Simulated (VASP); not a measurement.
# Ru2W (Fm-3m) in VASP: a series of runs

The runs below take Ru2W through single point, relaxation of cell and atoms, with PBE.

Program: VASP 6.6.1. These are calculated values, not measurements. Logs are shortened: lines on timing, memory, paths and dates and some standing lists are left out, and cuts for length are marked.

## (1) The cell of the first run

Symmetry: Fm-3m, No. 225, cubic system. Conventional cell: a = 5.771 Å, b = 5.771 Å, c = 5.771 Å, α = 90.00°, β = 90.00°, γ = 90.00°. Ru (site symmetry -43m) has 4 W at 2.50 Å and 6 Ru at 2.89 Å within 3.3 Å. W (site symmetry m-3m) has 8 Ru at 2.50 Å within 3.3 Å.

## (2) Single point, PBE

File INCAR:

```
SYSTEM = Ru2W
PREC = Accurate
ENCUT = 520
EDIFF = 1E-6
ISMEAR = 0
SIGMA = 0.1
LREAL = .False.
LASPH = .True.
NELM = 80
ALGO = Normal
ISIF = 2
LWAVE = .False.
LCHARG = .False.
GGA = PE
NBANDS = 28
```

File KPOINTS:

```
Automatic mesh
0
Gamma
  6 6 6
  0 0 0
```

File POSCAR:

```
Ru2W
1.0
    0.0000000000      2.8852774000      2.8852774000
    2.8852774000      0.0000000000      2.8852774000
    2.8852774000      2.8852774000      0.0000000000
Ru W
2 1
Direct
    0.2500000000      0.2500000000      0.2500000000
    0.7500000000      0.7500000000      0.7500000000
    0.0000000000      0.0000000000      0.0000000000
```

Potentials or basis: VASP PAW PBE potentials, release 64 (Ru_pv, W_sv).

Started as:

```sh
cat potpaw_PBE.64/Ru_pv/POTCAR potpaw_PBE.64/W_sv/POTCAR > POTCAR
mpirun -np 1 vasp_std > vasp.out
```

OUTCAR:

```text
SYSTEM = Ru2W
   PREC = Accurate
   ENCUT = 520
   EDIFF = 1E-6
   ISMEAR = 0
   LREAL = .False.
   LASPH = .True.
   NELM = 80
   ISIF = 2
   GGA = PE

 ion  position               nearest neighbor table
   1  0.250  0.250  0.250-   3 2.50   3 2.50   3 2.50   3 2.50   2 2.89   2 2.89   2 2.89   2 2.89
                             2 2.89   2 2.89
   2  0.750  0.750  0.750-   3 2.50   3 2.50   3 2.50   3 2.50   1 2.89   1 2.89   1 2.89   1 2.89
                             1 2.89   1 2.89
   3  0.000  0.000  0.000-   2 2.50   1 2.50   2 2.50   1 2.50   2 2.50   2 2.50   1 2.50   1 2.50

  LATTYP: Found a face centered cubic cell.
 ALAT       =     5.7705548000

  Lattice vectors:

 A1 = (   0.0000000000,   2.8852774000,   2.8852774000)
 A2 = (   2.8852774000,   0.0000000000,   2.8852774000)
 A3 = (   2.8852774000,   2.8852774000,   0.0000000000)

Analysis of symmetry for initial positions (statically):
=====================================================================
 Subroutine PRICEL returns:
 Original cell was already a primitive cell.

 Routine SETGRP: Setting up the symmetry group for a
 face centered cubic supercell.

 Subroutine GETGRP returns: Found 48 space group operations
 (whereof 48 operations were pure point group operations)
 out of a pool of 48 trial point group operations.

The static configuration has the point symmetry O_h .

Analysis of symmetry for dynamics (positions and initial velocities):
=====================================================================
 Subroutine PRICEL returns:
 Original cell was already a primitive cell.

 Routine SETGRP: Setting up the symmetry group for a
 face centered cubic supercell.

 Subroutine GETGRP returns: Found 48 space group operations
 (whereof 48 operations were pure point group operations)
 out of a pool of 48 trial point group operations.

The dynamic configuration has the point symmetry O_h .

 Subroutine INISYM returns: Found 48 space group operations
 (whereof 48 operations are pure point group operations),
 and found     1 'primitive' translations

----------------------------------------------------------------------------------------

                                     Primitive cell

  volume of cell :      48.0389

  direct lattice vectors                    reciprocal lattice vectors
     0.000000000  2.885277400  2.885277400    -0.173293563  0.173293563  0.173293563
     2.885277400  0.000000000  2.885277400     0.173293563 -0.173293563  0.173293563
     2.885277400  2.885277400  0.000000000     0.173293563  0.173293563 -0.173293563

  length of vectors
     4.080398430  4.080398430  4.080398430     0.300153255  0.300153255  0.300153255

  position of ions in fractional coordinates (direct lattice)
     0.250000000  0.250000000  0.250000000
     0.750000000  0.750000000  0.750000000
     0.000000000  0.000000000  0.000000000

  ion indices of the primitive-cell ions
   primitive index   ion index
                 1           1
                 2           2
                 3           3

----------------------------------------------------------------------------------------

 KPOINTS: Automatic mesh

Automatic generation of k-mesh.
 Grid dimensions read from file:
 generate k-points for:    6    6    6

 Generating k-lattice:

  Cartesian coordinates                     Fractional coordinates (reciprocal lattice)
    -0.028882260  0.028882260  0.028882260     0.166666667  0.000000000  0.000000000
     0.028882260 -0.028882260  0.028882260     0.000000000  0.166666667  0.000000000
     0.028882260  0.028882260 -0.028882260     0.000000000  0.000000000  0.166666667

  Length of vectors
     0.050025543  0.050025543  0.050025543

  Shift w.r.t. Gamma in fractional coordinates (k-lattice)
     0.000000000  0.000000000  0.000000000

 Subroutine IBZKPT returns following result:
 ===========================================

 Found     16 irreducible k-points:

 Following reciprocal coordinates:
            Coordinates               Weight
  0.000000  0.000000  0.000000      1.000000
  0.166667  0.000000  0.000000      8.000000
  0.333333  0.000000  0.000000      8.000000
  0.500000  0.000000  0.000000      4.000000
  0.166667  0.166667  0.000000      6.000000
  0.333333  0.166667  0.000000     24.000000
[... 8 lines left out ...]
 -0.333333  0.333333  0.166667     24.000000
 -0.333333  0.500000  0.166667     12.000000
   k-points           NKPTS =     16   k-points in BZ     NKDIM =     16   number of bands    NBANDS=     28
   number of dos      NEDOS =    301   number of ions     NIONS =      3
   total plane-waves  NPLWV =  27000
   dimension x,y,z NGX =    30 NGY =   30 NGZ =   30
   dimension x,y,z NGXF=    60 NGYF=   60 NGZF=   60
   ions per type =               2   1
   NGX,Y,Z   is equivalent  to a cutoff of  12.22, 12.22, 12.22 a.u.
   NGXF,Y,Z  is equivalent  to a cutoff of  24.45, 24.45, 24.45 a.u.
 SYSTEM =  Ru2W
   PREC   = accura    normal or accurate (medium, high low for compatibility)
   ISTART =      0    job   : 0-new  1-cont  2-samecut
   ICHARG =      2    charge: 1-file 2-atom 10-const
   ISPIN  =      1    spin polarized calculation?
   LNONCOLLINEAR =      F non collinear calculations
   LSORBIT =      F    spin-orbit coupling
   LASPH  =      T    aspherical Exc in radial PAW
   ENCUT  =  520.0 eV  38.22 Ry    6.18 a.u.   7.59  7.59  7.59*2*pi/ulx,y,z
   NELM   =     80;   NELMIN=  2; NELMDL= -5     # of ELM steps
   EDIFF  = 0.1E-05   stopping-criterion for ELM
   LREAL  =      F    real-space projection
   EDIFFG = 0.1E-04   stopping-criterion for IOM
   NSW    =      0    number of steps for IOM
   IBRION =     -1    ionic relax: 0-MD 1-quasi-New 2-CG
   NFREE  =      0    steps in history (QN), initial steepest desc. (CG)
   ISIF   =      2    stress and relaxation
   ISYM   =      2    0-nonsym 1-usesym 2-fastsym
   POTIM  = 0.5000    time-step for ionic-motion
   TEBEG  =    0.0;   TEEND  =   0.0 temperature during run
   PSTRESS=    0.0 pullay stress
   NELECT =      42.0000    total number of electrons
   NUPDOWN=      -1.0000    fix difference up-down
   EMIN   =  10.00;   EMAX   =-10.00  energy-range for DOS
   EFERMI =   0.00;   METHOD = LEGACY
   ISMEAR =     0;   SIGMA  =   0.10  broadening in eV -4-tet -1-fermi 0-gaus
   EFERMI_NEDOS =   21; number of points for ismear=-14 and -15
   IALGO  =     38    algorithm
   IMIX   =      4    mixing-type and parameters
     AMIX     =   0.40;   BMIX     =  1.00
     AMIX_MAG =   1.60;   BMIX_MAG =  1.00
  volume/ion in A,a.u.               =      16.01       108.06
  Fermi-wavevector in a.u.,A,eV,Ry     =   1.565406  2.958189 33.341026  2.450496
  Thomas-Fermi vector in A             =   2.667887
   LORBIT       =      0    0 simple, 1 ext, 2 COOP (PROOUT), +10 PAW based schemes
   GGA     = PE    functional components
   LHFCALC =     F    Hartree Fock is set to
   AEXX    =    0.0000 exact exchange contribution
   IVDW    =     0    specifies the selected vdW correction
   LEPSILON=     F    determine dielectric tensor
   LRPA    =     F    only Hartree local field effects (RPA)
 non-spin polarized calculation
 Gauss-broadening in eV      SIGMA  =   0.10
  energy-cutoff  :      520.00
  volume of cell :       48.04
 maximum number of plane-waves:      1308
   NGX = 15   NGY = 15   NGZ = 15

 number of electron      41.9999990 magnetization

 Free energy of the ion-electron system (eV)
  ---------------------------------------------------
  ext. energy  EPLUGINS =         0.00000000
  ---------------------------------------------------
  free energy    TOTEN  =       -29.73872593 eV

  energy without entropy =      -29.72150304  energy(sigma->0) =      -29.73011448

 E-fermi :  10.2265     XC(G=0): -13.0055

 val. band max:       10.1742873878   @ k =   0.3333   0.3333   0.0000
 cond. band min:      10.2396475662   @ k =   0.5000   0.1667   0.0000
 fundamental gap:      0.0653601783
 Fermi energy:        10.2264961383

 k-point     1 :       0.0000    0.0000    0.0000
  band No.  band energies     occupation
      1     -63.7478      2.00000
      2     -32.2338      2.00000
      3     -32.2338      2.00000
      4     -32.2338      2.00000
      5     -32.0539      2.00000
      6     -32.0539      2.00000
[... 20 lines left out ...]
     27      19.9334      0.00000
     28      21.9138      0.00000

 k-point     2 :       0.1667    0.0000    0.0000
  band No.  band energies     occupation
      1     -63.7483      2.00000
      2     -32.2456      2.00000
      3     -32.2277      2.00000
      4     -32.2277      2.00000
      5     -32.0670      2.00000
      6     -32.0670      2.00000
[... 20 lines left out ...]
     27      19.8168      0.00000
     28      20.1862      0.00000

 k-point     3 :       0.3333    0.0000    0.0000
  band No.  band energies     occupation
      1     -63.7492      2.00000
      2     -32.2248      2.00000
      3     -32.2106      2.00000
      4     -32.2106      2.00000
      5     -32.0980      2.00000
      6     -32.0980      2.00000
[... 20 lines left out ...]
     27      16.3705      0.00000
     28      20.1928      0.00000

 k-point     4 :       0.5000    0.0000    0.0000
  band No.  band energies     occupation
      1     -63.7497      2.00000
      2     -32.1967      2.00000
      3     -32.1967      2.00000
      4     -32.1678      2.00000
      5     -32.1190      2.00000
      6     -32.1190      2.00000
[... 330 lines left out ...]
     27      15.5724      0.00000
     28      16.5480      0.00000

 k-point    15 :      -0.3333    0.3333    0.1667
  band No.  band energies     occupation
      1     -63.7501      2.00000
      2     -32.3493      2.00000
      3     -32.2621      2.00000
      4     -32.1776      2.00000
      5     -32.1587      2.00000
      6     -31.9921      2.00000
[... 20 lines left out ...]
     27      14.3003      0.00000
     28      16.1305      0.00000

 k-point    16 :      -0.3333    0.5000    0.1667
  band No.  band energies     occupation
      1     -63.7502      2.00000
      2     -32.3780      2.00000
      3     -32.2718      2.00000
      4     -32.2708      2.00000
      5     -32.0767      2.00000
      6     -31.9683      2.00000
[... 20 lines left out ...]
     27      14.3273      0.00000
     28      14.4199      0.00000

------------------------ aborting loop because EDIFF is reached ----------------------------------------

  FORCE on cell =-STRESS in cart. coord.  units (eV):
  Direction    XX          YY          ZZ          XY          YZ          ZX
  --------------------------------------------------------------------------------------
  -------------------------------------------------------------------------------------
  Total        5.7190283      5.7190283      5.7190283     -0.0000000     -0.0000000      0.0000000
  in kB      190.7392669    190.7392669    190.7392669     -0.0000000     -0.0000000      0.0000000
  external PRESSURE =     190.7392669 kB  Pullay stress =       0.0000000 kB

 VOLUME and BASIS-vectors are now :
 -----------------------------------------------------------------------------
  energy-cutoff  :      520.00
  volume of cell :       48.04
      direct lattice vectors                 reciprocal lattice vectors
     0.000000000  2.885277400  2.885277400    -0.173293563  0.173293563  0.173293563
     2.885277400  0.000000000  2.885277400     0.173293563 -0.173293563  0.173293563
     2.885277400  2.885277400  0.000000000     0.173293563  0.173293563 -0.173293563

 POSITION                                       TOTAL-FORCE (eV/Angst)
 -----------------------------------------------------------------------------------
      1.44264      1.44264      1.44264         0.000000      0.000000      0.000000
      4.32792      4.32792      4.32792        -0.000000     -0.000000     -0.000000
      0.00000      0.00000      0.00000        -0.000000     -0.000000     -0.000000
 -----------------------------------------------------------------------------------
    total drift:                                0.000000     -0.000000      0.000000

  FREE ENERGIE OF THE ION-ELECTRON SYSTEM (eV)
  ---------------------------------------------------
  free  energy   TOTEN  =       -29.7387259253 eV

  energy  without entropy=      -29.7215030444  energy(sigma->0) =      -29.73011448
```

Wall time 18 s (1 thread of Intel Xeon 6975P-C, shared host); peak memory 0.17 GiB.

Results:

```yaml
Free_energy: -29.7387 eV
Pressure: 19.1 GPa
Band_gap_on_the_k_mesh: zero (band 21 reaches 11.80 eV, above the bottom of band 22 at 9.73 eV)
```

Caveat: spin-orbit coupling is left out, which moves the levels of the heavy elements.

[end of part 1 of 2]
